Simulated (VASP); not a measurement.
Write the native input for VASP 6.6.1 that does the following.

```yaml
Task: single point
Functional: PBE
Potentials_or_basis: VASP PAW PBE potentials, release 64 (Be, Li_sv)
Cutoff: 750 eV
k_mesh: 8 × 8 × 8
Occupations: fermi-dirac, width 0.05 eV
Spin: no spin polarisation
Dipole_correction: no
Further_INCAR_settings: ALGO = Normal; EDIFF = 1e-06; NBANDS = 10
```

The structure of LiBe lies in POSCAR:

```
LiBe
1.0
    2.8111530000      0.0000000000      0.0000000000
    0.0000000000      2.8111530000      0.0000000000
    0.0000000000      0.0000000000      2.8111530000
Be Li
1 1
Direct
    0.5000000000      0.5000000000      0.5000000000
    0.0000000000      0.0000000000      0.0000000000
```

These files were run (other wordings do the same):

INCAR

```
SYSTEM = LiBe
PREC     = Accurate       ! precision mode
ENCUT    = 750            ! plane-wave cutoff, eV
EDIFF    = 1E-6           ! SCF threshold, eV
ISMEAR   = -1             ! smearing method
SIGMA    = 0.05           ! smearing width, eV
LREAL    = .FALSE.        ! projectors in reciprocal space
LASPH    = .TRUE.         ! aspherical terms in the spheres
NELM     = 120            ! most SCF steps
ALGO     = Normal         ! electronic algorithm
ISIF     = 2              ! what is computed and relaxed
LWAVE    = .FALSE.        ! write WAVECAR
LCHARG   = .FALSE.        ! write CHGCAR
GGA      = PE             ! functional
NBANDS   = 10             ! bands
GGA_COMPAT= .FALSE.
```

KPOINTS

```
regular mesh
0
G
  8 8 8
  0 0 0
```

Potentials or basis: VASP PAW PBE potentials, release 64 (Be, Li_sv).

Launch:

```bash
$ cat potpaw_PBE.64/Be/POTCAR potpaw_PBE.64/Li_sv/POTCAR > POTCAR
$ mpirun -np 1 vasp_std > vasp.out
```

It gave:

```json
{
 "Pressure": "0.2 GPa",
 "Band gap on the k mesh": "zero (an odd number of electrons rules out a gap without spin polarisation)"
}
```

Run time: 4.6 s on 1 thread of Intel(R) Xeon(R) 6975P-C (Granite Rapids) (shared host), peak memory 0.15 GiB.
